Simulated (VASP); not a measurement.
# C in VASP: notebook

The runs below take C through single point, with PBE+D3(BJ).

Everything below comes from runs of VASP 6.6.1. Logs are shortened: lines on timing, memory, paths and dates and some standing lists are left out, and cuts for length are marked.

### Step 1. The cell of the first run

The cell holds a slab with vacuum, 18 atoms: a = 7.369 Å, b = 7.369 Å, c = 8.524 Å, α = 90.00°, β = 90.00°, γ = 120.00°.

### Step 2. Single point, PBE+D3(BJ)

INCAR reads:

```
SYSTEM = C
ALGO = Normal ; EDIFF = 1E-7
ENCUT = 520 ; GGA = PE
ISIF = 2 ; ISMEAR = 0
ISYM = 0 ; IVDW = 12
LASPH = .TRUE. ; LCHARG = .FALSE.
LREAL = Auto ; LWAVE = .FALSE.
NBANDS = 51 ; NELM = 100
PREC = Accurate ; SIGMA = 0.1
```

KPOINTS reads:

```
Automatic mesh
0
Gamma
  2 2 2
  0.5 0.5 0.5
```

POSCAR reads:

```
C
1.0
    3.6842552433     -6.3813172695      0.0000000000
   -7.3685104866      0.0000000000      0.0000000000
    0.0000000000      0.0000000000     -8.5238033600
C
18
Direct
    0.4444444444      0.5555555556      0.0000000000
    0.1111111111      0.5555555556      0.0000000000
    0.7777777778      0.5555555556      0.0000000000
    0.4444444444      0.2222222222      0.0000000000
    0.1111111111      0.2222222222      0.0000000000
    0.7777777778      0.2222222222      0.0000000000
    0.4444444444      0.8888888889      0.0000000000
    0.1111111111      0.8888888889      0.0000000000
    0.7777777778      0.8888888889      0.0000000000
    0.5555555556      0.4444444444      0.0000000000
    0.2222222222      0.4444444444      0.0000000000
    0.8888888889      0.4444444444      0.0000000000
    0.5555555556      0.1111111111      0.0000000000
    0.2222222222      0.1111111111      0.0000000000
    0.8888888889      0.1111111111      0.0000000000
    0.5555555556      0.7777777778      0.0000000000
    0.2222222222      0.7777777778      0.0000000000
    0.8888888889      0.7777777778      0.0000000000
```

Potentials or basis: VASP PAW PBE potentials, release 64 (C).

Started as:

```bash
$ cat potpaw_PBE.64/C/POTCAR > POTCAR
$ mpirun -np 1 vasp_std > vasp.out
```

OUTCAR:

```text
SYSTEM = C
   EDIFF = 1E-7
   ENCUT = 520
   GGA = PE
   ISIF = 2
   ISMEAR = 0
   ISYM = 0
   IVDW = 12
   LASPH = .TRUE.
   LREAL = Auto
   NELM = 100
   PREC = Accurate
 IVDW          = 12

 ion  position               nearest neighbor table
   1  0.444  0.556  0.000-  16 1.42  11 1.42  10 1.42
   2  0.111  0.556  0.000-  17 1.42  12 1.42  11 1.42
   3  0.778  0.556  0.000-  18 1.42  10 1.42  12 1.42
   4  0.444  0.222  0.000-  10 1.42  14 1.42  13 1.42
   5  0.111  0.222  0.000-  11 1.42  14 1.42  15 1.42
   6  0.778  0.222  0.000-  12 1.42  15 1.42  13 1.42
[... 10 lines left out ...]
  17  0.222  0.778  0.000-   2 1.42   8 1.42   7 1.42
  18  0.889  0.778  0.000-   3 1.42   9 1.42   8 1.42

IMPORTANT INFORMATION: All symmetrisations will be switched off!
NOSYMM: (Re-)initialisation of all symmetry stuff for point group C_1.

----------------------------------------------------------------------------------------

                                     Primitive cell

  volume of cell :     400.7961

  direct lattice vectors                    reciprocal lattice vectors
     3.684255243 -6.381317270  0.000000000     0.000000000 -0.156707457  0.000000000
    -7.368510487  0.000000000  0.000000000    -0.135712639 -0.078353728  0.000000000
     0.000000000  0.000000000 -8.523803360     0.000000000  0.000000000 -0.117318521

  length of vectors
     7.368510487  7.368510487  8.523803360     0.156707457  0.156707457  0.117318521

  position of ions in fractional coordinates (direct lattice)
     0.444444444  0.555555556  0.000000000
     0.111111111  0.555555556  0.000000000
     0.777777778  0.555555556  0.000000000
     0.444444444  0.222222222  0.000000000
     0.111111111  0.222222222  0.000000000
     0.777777778  0.222222222  0.000000000
[... 10 lines left out ...]
     0.222222222  0.777777778  0.000000000
     0.888888889  0.777777778  0.000000000

  ion indices of the primitive-cell ions
   primitive index   ion index
                 1           1
                 2           2
                 3           3
                 4           4
                 5           5
                 6           6
[... 10 lines left out ...]
                17          17
                18          18

----------------------------------------------------------------------------------------

 KPOINTS: Automatic mesh

Automatic generation of k-mesh.
 Grid dimensions read from file:
 generate k-points for:    2    2    2

 Generating k-lattice:

  Cartesian coordinates                     Fractional coordinates (reciprocal lattice)
     0.000000000 -0.078353728  0.000000000     0.500000000  0.000000000  0.000000000
    -0.067856319 -0.039176864  0.000000000     0.000000000  0.500000000  0.000000000
     0.000000000  0.000000000 -0.058659260     0.000000000  0.000000000  0.500000000

  Length of vectors
     0.078353728  0.078353728  0.058659260

  Shift w.r.t. Gamma in fractional coordinates (k-lattice)
     0.500000000  0.500000000  0.500000000

 Subroutine IBZKPT returns following result:
 ===========================================

 Found     12 irreducible k-points:

 Following reciprocal coordinates:
            Coordinates               Weight
  0.250000  0.250000  0.250000      2.000000
 -0.250000  0.500000  0.250000      2.000000
  0.500000  0.250000  0.250000      2.000000
 -0.250000 -0.250000  0.250000      2.000000
  0.250000  0.500000  0.250000      2.000000
  0.500000 -0.250000  0.250000      2.000000
 -0.250000  0.250000  0.250000      2.000000
 -0.250000  0.000000  0.250000      2.000000
  0.000000 -0.250000  0.250000      2.000000
  0.250000 -0.250000  0.250000      2.000000
  0.250000  0.000000  0.250000      2.000000
  0.000000  0.250000  0.250000      2.000000
   k-points           NKPTS =     12   k-points in BZ     NKDIM =     12   number of bands    NBANDS=     51
   number of dos      NEDOS =    301   number of ions     NIONS =     18
   total plane-waves  NPLWV = 200704
   dimension x,y,z NGX =    56 NGY =   56 NGZ =   64
   dimension x,y,z NGXF=   112 NGYF=  112 NGZF=  128
   ions per type =              18
   NGX,Y,Z   is equivalent  to a cutoff of  12.63, 12.63, 12.48 a.u.
   NGXF,Y,Z  is equivalent  to a cutoff of  25.27, 25.27, 24.96 a.u.
 SYSTEM =  C
   PREC   = accura    normal or accurate (medium, high low for compatibility)
   ISTART =      0    job   : 0-new  1-cont  2-samecut
   ICHARG =      2    charge: 1-file 2-atom 10-const
   ISPIN  =      1    spin polarized calculation?
   LNONCOLLINEAR =      F non collinear calculations
   LSORBIT =      F    spin-orbit coupling
   LASPH  =      T    aspherical Exc in radial PAW
   ENCUT  =  520.0 eV  38.22 Ry    6.18 a.u.  13.70 13.70 15.85*2*pi/ulx,y,z
   NELM   =    100;   NELMIN=  2; NELMDL= -5     # of ELM steps
   EDIFF  = 0.1E-06   stopping-criterion for ELM
   LREAL  =      T    real-space projection
   EDIFFG = 0.1E-05   stopping-criterion for IOM
   NSW    =      0    number of steps for IOM
   IBRION =     -1    ionic relax: 0-MD 1-quasi-New 2-CG
   NFREE  =      0    steps in history (QN), initial steepest desc. (CG)
   ISIF   =      2    stress and relaxation
   ISYM   =      0    0-nonsym 1-usesym 2-fastsym
   POTIM  = 0.5000    time-step for ionic-motion
   TEBEG  =    0.0;   TEEND  =   0.0 temperature during run
   PSTRESS=    0.0 pullay stress
   NELECT =      72.0000    total number of electrons
   NUPDOWN=      -1.0000    fix difference up-down
   EMIN   =  10.00;   EMAX   =-10.00  energy-range for DOS
   EFERMI =   0.00;   METHOD = LEGACY
   ISMEAR =     0;   SIGMA  =   0.10  broadening in eV -4-tet -1-fermi 0-gaus
   EFERMI_NEDOS =   21; number of points for ismear=-14 and -15
   IALGO  =     38    algorithm
   IMIX   =      4    mixing-type and parameters
     AMIX     =   0.40;   BMIX     =  1.00
     AMIX_MAG =   1.60;   BMIX_MAG =  1.00
  volume/ion in A,a.u.               =      22.27       150.26
  Fermi-wavevector in a.u.,A,eV,Ry     =   0.923729  1.745594 11.609511  0.853275
  Thomas-Fermi vector in A             =   2.049397
   LORBIT       =      0    0 simple, 1 ext, 2 COOP (PROOUT), +10 PAW based schemes
   GGA     = PE    functional components
   LHFCALC =     F    Hartree Fock is set to
   AEXX    =    0.0000 exact exchange contribution
   IVDW    =    12    specifies the selected vdW correction
   LEPSILON=     F    determine dielectric tensor
   LRPA    =     F    only Hartree local field effects (RPA)
 non-spin polarized calculation
 Gauss-broadening in eV      SIGMA  =   0.10
  energy-cutoff  :      520.00
  volume of cell :      400.80
 maximum number of plane-waves:     10795
 NGX is ok and might be reduce to    56
   NGX = 27   NGY = 27   NGZ = 31

 number of electron      72.0000000 magnetization

 Free energy of the ion-electron system (eV)
  ---------------------------------------------------
  ext. energy  EPLUGINS =         0.00000000
  ---------------------------------------------------
  free energy    TOTEN  =      -166.12655771 eV

  energy without entropy =     -166.12655771  energy(sigma->0) =     -166.12655771

 E-fermi :  -1.5381     XC(G=0):  -4.9917

 val. band max:       -2.0400519829   @ k =   0.2500  -0.2500   0.2500
 cond. band min:       0.6375458855   @ k =   0.0000   0.2500   0.2500
 fundamental gap:      2.6775978684
 Fermi energy:        -1.5380702360

 k-point     1 :       0.2500    0.2500    0.2500
  band No.  band energies     occupation
      1     -19.7957      2.00000
      2     -19.1404      2.00000
      3     -19.1404      2.00000
      4     -17.2131      2.00000
      5     -17.2130      2.00000
      6     -15.9747      2.00000
[... 40 lines left out ...]
     47       5.4551      0.00000
     48       5.4551      0.00000

 k-point     2 :      -0.2500    0.5000    0.2500
  band No.  band energies     occupation
      1     -19.7957      2.00000
      2     -19.1404      2.00000
      3     -19.1404      2.00000
      4     -17.2131      2.00000
      5     -17.2130      2.00000
      6     -15.9747      2.00000
[... 40 lines left out ...]
     47       5.4551      0.00000
     48       5.4551      0.00000

 k-point     3 :       0.5000    0.2500    0.2500
  band No.  band energies     occupation
      1     -19.7957      2.00000
      2     -19.1404      2.00000
      3     -19.1404      2.00000
      4     -17.2131      2.00000
      5     -17.2130      2.00000
      6     -15.9747      2.00000
[... 40 lines left out ...]
     47       5.4551      0.00000
     48       5.4551      0.00000

 k-point     4 :      -0.2500   -0.2500    0.2500
  band No.  band energies     occupation
      1     -19.7957      2.00000
      2     -19.1404      2.00000
      3     -19.1404      2.00000
      4     -17.2131      2.00000
      5     -17.2130      2.00000
      6     -15.9747      2.00000
[... 40 lines left out ...]
     47       5.4551      0.00000
     48       5.4551      0.00000

 k-point     5 :       0.2500    0.5000    0.2500
  band No.  band energies     occupation
      1     -19.7957      2.00000
      2     -19.1404      2.00000
      3     -19.1404      2.00000
      4     -17.2131      2.00000
      5     -17.2130      2.00000
      6     -15.9747      2.00000
[... 40 lines left out ...]
     47       5.4551      0.00000
     48       5.4551      0.00000

 k-point     6 :       0.5000   -0.2500    0.2500
  band No.  band energies     occupation
      1     -19.7957      2.00000
      2     -19.1404      2.00000
      3     -19.1404      2.00000
      4     -17.2131      2.00000
      5     -17.2130      2.00000
      6     -15.9747      2.00000
[... 40 lines left out ...]
     47       5.4551      0.00000
     48       5.4551      0.00000

 k-point     7 :      -0.2500    0.2500    0.2500
  band No.  band energies     occupation
      1     -20.1251      2.00000
      2     -18.8146      2.00000
      3     -18.1682      2.00000
      4     -18.1682      2.00000
      5     -16.8977      2.00000
      6     -16.8977      2.00000
[... 40 lines left out ...]
     47       5.4180      0.00000
     48       5.4180      0.00000

 k-point     8 :      -0.2500    0.0000    0.2500
  band No.  band energies     occupation
      1     -20.1251      2.00000
      2     -18.8146      2.00000
      3     -18.1682      2.00000
      4     -18.1682      2.00000
      5     -16.8977      2.00000
      6     -16.8977      2.00000
[... 40 lines left out ...]
     47       5.4180      0.00000
     48       5.4180      0.00000

 k-point     9 :       0.0000   -0.2500    0.2500
  band No.  band energies     occupation
      1     -20.1251      2.00000
      2     -18.8146      2.00000
      3     -18.1682      2.00000
      4     -18.1682      2.00000
      5     -16.8977      2.00000
      6     -16.8977      2.00000
[... 40 lines left out ...]
     47       5.4180      0.00000
     48       5.4180      0.00000

 k-point    10 :       0.2500   -0.2500    0.2500
  band No.  band energies     occupation
      1     -20.1251      2.00000
      2     -18.8146      2.00000
      3     -18.1682      2.00000
      4     -18.1682      2.00000
      5     -16.8977      2.00000
      6     -16.8977      2.00000
[... 40 lines left out ...]
     47       5.4180      0.00000
     48       5.4180      0.00000

 k-point    11 :       0.2500    0.0000    0.2500
  band No.  band energies     occupation
      1     -20.1251      2.00000
      2     -18.8146      2.00000
      3     -18.1682      2.00000
      4     -18.1682      2.00000
      5     -16.8977      2.00000
      6     -16.8977      2.00000
[... 40 lines left out ...]
     47       5.4180      0.00000
     48       5.4180      0.00000

 k-point    12 :       0.0000    0.2500    0.2500
  band No.  band energies     occupation
      1     -20.1251      2.00000
      2     -18.8146      2.00000
      3     -18.1682      2.00000
      4     -18.1682      2.00000
      5     -16.8977      2.00000
      6     -16.8977      2.00000
[... 40 lines left out ...]
     47       5.4180      0.00000
     48       5.4180      0.00000
 [bands above 48 left out]

------------------------ aborting loop because EDIFF is reached ----------------------------------------

 Edisp (eV)   -1.62900

 E8    (eV) :    -0.5012

  FORCE on cell =-STRESS in cart. coord.  units (eV):
  Direction    XX          YY          ZZ          XY          YZ          ZX
  --------------------------------------------------------------------------------------
  -------------------------------------------------------------------------------------
  Total       5.55606     5.55605    -0.23684    -0.00001     0.00000    -0.00000
  in kB      22.21027    22.21022    -0.94675    -0.00004     0.00000    -0.00000
  external pressure =       14.49 kB  Pullay stress =        0.00 kB

 VOLUME and BASIS-vectors are now :
 -----------------------------------------------------------------------------
  energy-cutoff  :      520.00
  volume of cell :      400.80
      direct lattice vectors                 reciprocal lattice vectors
     3.684255243 -6.381317270  0.000000000     0.000000000 -0.156707457  0.000000000
    -7.368510487  0.000000000  0.000000000    -0.135712639 -0.078353728  0.000000000
     0.000000000  0.000000000 -8.523803360     0.000000000  0.000000000 -0.117318521

 POSITION                                       TOTAL-FORCE (eV/Angst)
 -----------------------------------------------------------------------------------
     -2.45617     -2.83614      0.00000        -0.006401      0.003690     -0.000000
     -3.68426     -0.70904      0.00000        -0.000002     -0.007366     -0.000000
     -1.22809     -4.96325      0.00000         0.000559      0.000311     -0.000000
     -0.00000     -2.83614      0.00000         0.000011     -0.000643     -0.000000
     -1.22809     -0.70904      0.00000         0.003940      0.002271     -0.000001
      1.22809     -4.96325      0.00000        -0.000560      0.000336     -0.000000
[... 10 lines left out ...]
     -4.91234     -1.41807      0.00000         0.000565     -0.000331      0.000000
     -2.45617     -5.67228      0.00000        -0.003935     -0.002278      0.000000
 -----------------------------------------------------------------------------------
    total drift:                               -0.000001      0.000003     -0.000000

  FREE ENERGIE OF THE ION-ELECTRON SYSTEM (eV)
  ---------------------------------------------------
  free  energy   TOTEN  =      -167.7555622753 eV

  energy  without entropy=     -167.7555622753  energy(sigma->0) =     -167.75556228
```

Run time: 6.8 min. Hardware: 1 thread of Intel Xeon Platinum 8488C (Sapphire Rapids), shared host; peak memory 0.48 GiB.

Results:

```
Free energy                : -167.7556 eV
Largest force              : 0.007 eV/Å
Band gap on the k mesh     : 2.68 eV
Dispersion energy per atom : -0.090 eV
```

Forces in eV/Å, atoms in the order of the input:
```
C   -0.006  0.004  0.000
C    0.000 -0.007  0.000
C    0.001  0.000  0.000
C    0.000 -0.001  0.000
C    0.004  0.002  0.000
C   -0.001  0.000  0.000
C    0.006  0.004  0.000
C   -0.004  0.002  0.000
C    0.000 -0.005  0.000
C    0.006 -0.004  0.000
C   -0.001  0.000  0.000
C    0.000  0.007  0.000
C   -0.006 -0.004  0.000
C    0.000  0.005  0.000
C    0.004 -0.002  0.000
C    0.000  0.001  0.000
C    0.001  0.000  0.000
C   -0.004 -0.002  0.000
```

[end of part 1 of 2]
